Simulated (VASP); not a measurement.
Wanted: the native input for a VASP 6.6.1 run.

- Task: single point
- Functional: PBE
- Potentials or basis: VASP PAW PBE potentials, release 64 (Hf_pv, H)
- Cutoff: 520 eV
- k mesh: 6 × 6 × 4
- Occupations: gaussian, width 0.1 eV
- Spin: no spin polarisation
- Dipole correction: no
- Further INCAR settings: ALGO = Normal; EDIFF = 1e-07; NBANDS = 16

The structure of HfH5 lies in POSCAR:

```
HfH5
1.0
    7.6574523063      0.0000000000      0.0000000000
   -3.8287261531      6.6315482255      0.0000000000
    0.0000000000      0.0000000000      3.4725591186
Hf H
1 5
Direct
    0.0000000000      0.0000000000      0.0000000000
    0.6666666667      0.3333333333      0.6081878031
    0.6666666667      0.3333333333      0.3918121969
    0.8612242560      0.1387757440      0.0000000000
    0.8612242560      0.7224485121      0.0000000000
    0.2775514879      0.1387757440      0.0000000000
```

The cell was built from a structure type or drawn by symmetry, and may not be a known phase.

These files were run (other wordings do the same):

INCAR

```
PREC = Accurate
ENCUT = 520
EDIFF = 1E-7
ISMEAR = 0
SIGMA = 0.1
LREAL = F
LASPH = T
NELM = 100
ALGO = Normal
ISIF = 2
LWAVE = F
LCHARG = F
GGA = PE
NBANDS = 16
```

KPOINTS

```
regular mesh
0
Gamma
  6 6 4
```

Potentials or basis: VASP PAW PBE potentials, release 64 (Hf_pv, H).

The run is started by

```console
$ cat potpaw_PBE.64/Hf_pv/POTCAR potpaw_PBE.64/H/POTCAR > POTCAR
$ mpirun -np 1 vasp_std > vasp.out
```

It gave:

| Property | Result |
| --- | --- |
| Pressure | 0.0 GPa |
| Largest force | 0.031 eV/Å |
| Band gap on the k mesh | zero (an odd number of electrons rules out a gap without spin polarisation) |

Caveat: the k points lie up to 0.45 Å⁻¹ apart, too coarse for converged energies and pressures of a metal; spin-orbit coupling is left out, which moves the levels of the heavy elements.

Wall time 110 s on 1 thread of Intel Xeon 8259CL, with other jobs on the host, peak memory 0.32 GiB.
